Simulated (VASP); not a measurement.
# MgO (P6_3/mmc) in VASP: a series of runs, part 2 of 2

VASP 6.6.1. The steps go on from the part before.

### Step 3. Single point, PBE-based screened hybrid with 35 % exact exchange

Contents of POSCAR:

```
MgO
1.0
    3.4840796084      0.0000000000      0.0000000000
   -1.7420398042      3.0173014497      0.0000000000
    0.0000000000      0.0000000000      4.1853171300
Mg O
2 2
Direct
    0.6666666667      0.3333333333      0.7500000000
    0.3333333333      0.6666666667      0.2500000000
    0.6666666667      0.3333333333      0.2500000000
    0.3333333333      0.6666666667      0.7500000000
```

Contents of INCAR.step1:

```
SYSTEM = MgO
PREC = Accurate
ENCUT = 520
EDIFF = 1E-5
ISMEAR = 0
SIGMA = 0.01
LREAL = .FALSE.
LASPH = .TRUE.
NELM = 80
ALGO = Normal
ISIF = 2
LWAVE = .TRUE.
LCHARG = .FALSE.
NBANDS = 16
GGA = PE
```

Contents of INCAR.step2:

```
SYSTEM = MgO
PREC = Accurate
ENCUT = 520
EDIFF = 1E-6
ISMEAR = 0
SIGMA = 0.01
LREAL = .FALSE.
LASPH = .TRUE.
NELM = 80
ALGO = Normal
ISIF = 2
LWAVE = .FALSE.
LCHARG = .FALSE.
GGA = PE
LHFCALC = .TRUE.
AEXX = 0.35
HFSCREEN = 0.2078
PRECFOCK = Normal
NBANDS = 16
ISTART = 1
```

Contents of KPOINTS:

```
regular mesh
0
G
  6 6 4
  0 0 0
```

Potentials or basis: VASP PAW PBE potentials, release 64 (Mg, O).

Command:

```console
$ cat potpaw_PBE.64/Mg/POTCAR potpaw_PBE.64/O/POTCAR > POTCAR
$ cp INCAR.step1 INCAR
$ mpirun -np 1 vasp_std > vasp.out
$ cp INCAR.step2 INCAR
$ mpirun -np 1 vasp_std > vasp.out
```

OUTCAR:

```text
SYSTEM = MgO
   PREC = Accurate
   ENCUT = 520
   EDIFF = 1E-6
   ISMEAR = 0
   LREAL = .FALSE.
   LASPH = .TRUE.
   NELM = 80
   ISIF = 2
   GGA = PE
   LHFCALC = .TRUE.
   AEXX = 0.35
   HFSCREEN = 0.2078
   PRECFOCK = Normal
   ISTART = 1

 ion  position               nearest neighbor table
   1  0.667  0.333  0.750-   4 2.01   4 2.01   4 2.01   3 2.09   3 2.09   2 2.90   2 2.90   2 2.90
                             2 2.90   2 2.90   2 2.90
   2  0.333  0.667  0.250-   3 2.01   3 2.01   3 2.01   4 2.09   4 2.09   1 2.90   1 2.90   1 2.90
                             1 2.90   1 2.90   1 2.90
   3  0.667  0.333  0.250-   2 2.01   2 2.01   2 2.01   1 2.09   1 2.09
   4  0.333  0.667  0.750-   1 2.01   1 2.01   1 2.01   2 2.09   2 2.09

  LATTYP: Found a hexagonal cell.
 ALAT       =     3.4840796084
 C/A-ratio  =     1.2012690869

  Lattice vectors:

 A1 = (   3.4840796084,   0.0000000000,   0.0000000000)
 A2 = (  -1.7420398042,   3.0173014497,   0.0000000000)
 A3 = (   0.0000000000,   0.0000000000,   4.1853171300)

Analysis of symmetry for initial positions (statically):
=====================================================================
 Subroutine PRICEL returns:
 Original cell was already a primitive cell.

 Routine SETGRP: Setting up the symmetry group for a
 hexagonal supercell.

 Subroutine GETGRP returns: Found 24 space group operations
 (whereof 12 operations were pure point group operations)
 out of a pool of 24 trial point group operations.

The static configuration has the point symmetry D_3d.
 The point group associated with its full space group is D_6h.

Analysis of symmetry for dynamics (positions and initial velocities):
=====================================================================
 Subroutine PRICEL returns:
 Original cell was already a primitive cell.
[... 135 lines left out ...]
   LHFCALC =     T    Hartree Fock is set to
   PRECFOCK=normal    Normal, Fast or Accurate (Low or Medium for compatibility)
   ENCUT4O =  -1.0   cutoff for four orbital integrals eV
   NKREDX  =     1    reduce k-point grid by
   NKREDY  =     1    reduce k-point grid by
   NKREDZ  =     1    reduce k-point grid by
   AEXX    =    0.3500 exact exchange contribution
   HFSCREEN=    0.2078 screening length (either q_TF or 0.3 A-1)
   HFSCREENC=   0.2078 screening length for correlation (either q_TF or 0.3 A-1)
   ENCUTFOCK=  -1.0 apply spherical cutoff to Coloumb kernel
   IVDW    =     0    specifies the selected vdW correction
   LEPSILON=     F    determine dielectric tensor
   LRPA    =     F    only Hartree local field effects (RPA)
 non-spin polarized calculation
 Gauss-broadening in eV      SIGMA  =   0.01
  energy-cutoff  :      520.00
  volume of cell :       44.00
 maximum number of plane-waves:      1204
 NGX is ok and might be reduce to    28
  NGX = 20; NGY = 20; NGZ = 24

 number of electron      15.9999998 magnetization

 Free energy of the ion-electron system (eV)
  ---------------------------------------------------
  ext. energy  EPLUGINS =         0.00000000
  ---------------------------------------------------
  free energy    TOTEN  =       -30.07535714 eV

  energy without entropy =      -30.07535714  energy(sigma->0) =      -30.07535714

 E-fermi :   0.3478     XC(G=0):  -7.5880

 val. band max:        0.2844689853   @ k =   0.0000   0.0000   0.0000
 cond. band min:       5.9612081500   @ k =   0.0000   0.0000   0.0000
 fundamental gap:      5.6767391647
 Fermi energy:         0.3477999755

 k-point     1 :       0.0000    0.0000    0.0000
  band No.  band energies     occupation
      1     -18.7926      2.00000
      2     -17.2965      2.00000
      3      -3.7357      2.00000
      4      -1.6337      2.00000
      5      -1.6337      2.00000
      6      -0.5831      2.00000
[... 376 lines left out ...]
      3      -3.6467      2.00000
      4      -3.6467      2.00000
      5      -2.3890      2.00000
      6      -2.3890      2.00000
[... 8 lines left out ...]
     15      20.5707      0.00000
     16      20.5707      0.00000

------------------------ aborting loop because EDIFF is reached ----------------------------------------

  FORCE on cell =-STRESS in cart. coord.  units (eV):
  Direction    XX          YY          ZZ          XY          YZ          ZX
  --------------------------------------------------------------------------------------
  -------------------------------------------------------------------------------------
  Total       -0.4566324     -0.4566324     -0.5777593     -0.0000000     -0.0000000      0.0000000
  in kB      -16.6280833    -16.6280833    -21.0388698     -0.0000000     -0.0000000      0.0000000
  external PRESSURE =     -18.0983455 kB  Pullay stress =       0.0000000 kB

 VOLUME and BASIS-vectors are now :
 -----------------------------------------------------------------------------
  energy-cutoff  :      520.00
  volume of cell :       44.00
      direct lattice vectors                 reciprocal lattice vectors
     3.484079608  0.000000000  0.000000000     0.287019848  0.165710987  0.000000000
    -1.742039804  3.017301450  0.000000000     0.000000000  0.331421973  0.000000000
     0.000000000  0.000000000  4.185317130     0.000000000  0.000000000  0.238930520

 POSITION                                       TOTAL-FORCE (eV/Angst)
 -----------------------------------------------------------------------------------
      1.74204      1.00577      3.13899         0.000000      0.000000      0.000000
     -0.00000      2.01153      1.04633        -0.000000     -0.000000      0.000000
      1.74204      1.00577      1.04633        -0.000000     -0.000000     -0.000000
     -0.00000      2.01153      3.13899         0.000000     -0.000000     -0.000000
 -----------------------------------------------------------------------------------
    total drift:                                0.000000      0.000000     -0.000000

  FREE ENERGIE OF THE ION-ELECTRON SYSTEM (eV)
  ---------------------------------------------------
  free  energy   TOTEN  =       -30.0753571402 eV

  energy  without entropy=      -30.0753571402  energy(sigma->0) =      -30.07535714
```

It took 13 min on 1 thread of AMD EPYC 9R45 (Zen 5), shared host; peak memory 0.26 GiB.

What came out:

| Item | Value |
| --- | --- |
| Free energy | -30.0754 eV |
| Pressure | -1.8 GPa |
| Band gap on the k mesh | 5.68 eV |

Caveat: the PAW data sets were made with another functional, which shifts forces and pressure a little.
